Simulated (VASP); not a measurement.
Crystal: ZnS.

```
CELL_PARAMETERS angstrom
0.00000 2.66548 2.66548
2.66548 0.00000 2.66548
2.66548 2.66548 0.00000
ATOMIC_POSITIONS crystal
Zn 0.75000 0.75000 0.75000
S 0.00000 0.00000 0.00000
```

Base run:

```yaml
Program: VASP 6.6.1
Functional: BLYP
Dispersion: D3(BJ)
Potentials_or_basis: VASP PAW PBE potentials, release 64 (Zn, S)
Cutoff: 520 eV
k_mesh: 9 × 9 × 9
Occupations: fermi-dirac, width 0.05 eV
Spin: no spin polarisation
```

Its results: band gap on the k mesh 2.32 eV, direct; pressure 2.5 GPa.

Task: The run is repeated on the same cell with these changes: functional from BLYP to r2SCAN; further incar settings from ALGO = Normal; EDIFF = 1e-06; NBANDS = 16 to ALGO = Normal; EDIFF = 1e-07; NBANDS = 16. What comes out?

Result: Band gap on the k mesh 2.87 eV, direct; pressure 1.5 GPa.

Caveats: the PAW data sets were made with another functional, which shifts forces and pressure a little.

